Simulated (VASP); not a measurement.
Set up this calculation in VASP 6.6.1, as the native input.

| Quantity | Value |
| --- | --- |
| Task | relaxation of shape and atoms at fixed volume |
| Functional | PBE |
| Potentials or basis | VASP PAW PBE potentials, release 64 (Be, Zn, Se) |
| Cutoff | 600 eV |
| k mesh | 6 × 6 × 2 |
| Occupations | gaussian, width 0.02 eV |
| Spin | no spin polarisation |
| Dipole correction | no |
| Further INCAR settings | ALGO = Normal; EDIFF = 1e-07; IBRION = 2; EDIFFG = -0.01; NSW = 50; ISIF = 4 |

The structure of Be3ZnSe4 lies in POSCAR:

```
Be3ZnSe4
1.0
    3.8721593668      0.0000000299      0.0000000000
   -1.9360797093      3.3533883642      0.0000000000
    0.0000000000      0.0000000000     12.7862480038
Be Zn Se
3 1 4
Direct
    0.6666666667      0.3333333333      0.0124705488
    0.6666666667      0.3333333333      0.4934504814
    0.0000000000      0.0000000000      0.2533693565
    0.0000000000      0.0000000000      0.7548612959
    0.6666666667      0.3333333333      0.1938529747
    0.6666666667      0.3333333333      0.6737669419
    0.0000000000      0.0000000000      0.4345548231
    0.0000000000      0.0000000000      0.9536735776
```

This cell differs from its parent crystal: volume scaled by 1.10.

One way to write it, as run:

INCAR

```
SYSTEM = Be3ZnSe4
PREC     = Accurate       ! precision mode
ENCUT    = 600            ! plane-wave cutoff, eV
EDIFF    = 1E-7           ! SCF threshold, eV
ISMEAR   = 0              ! smearing method
SIGMA    = 0.02           ! smearing width, eV
LREAL    = .FALSE.        ! projectors in reciprocal space
LASPH    = .TRUE.         ! aspherical terms in the spheres
NELM     = 60             ! most SCF steps
ALGO     = Normal         ! electronic algorithm
ISIF     = 4              ! what is computed and relaxed
LWAVE    = .FALSE.        ! write WAVECAR
LCHARG   = .FALSE.        ! write CHGCAR
GGA      = PE             ! functional
IBRION   = 2              ! ionic algorithm
NSW      = 50             ! ionic steps
EDIFFG   = -0.01          ! ionic threshold
```

KPOINTS

```
regular mesh
0
G
  6 6 2
  0 0 0
```

Potentials or basis: VASP PAW PBE potentials, release 64 (Be, Zn, Se).

Launch:

```bash
$ cat potpaw_PBE.64/Be/POTCAR potpaw_PBE.64/Zn/POTCAR potpaw_PBE.64/Se/POTCAR > POTCAR
$ mpirun -np 1 vasp_std > vasp.out
```

It gave:

```json
{"Energy gained by relaxing": "0.1 meV/atom", "Ionic steps": "5", "Pressure after relaxing": "-5.3 GPa", "Largest force after relaxing": "0.008 eV/Å", "Band gap on the k mesh": "2.27 eV, direct"}
```

Run time: 8.2 min on 1 thread of Intel Xeon 8259CL (shared host), peak memory 0.38 GiB.
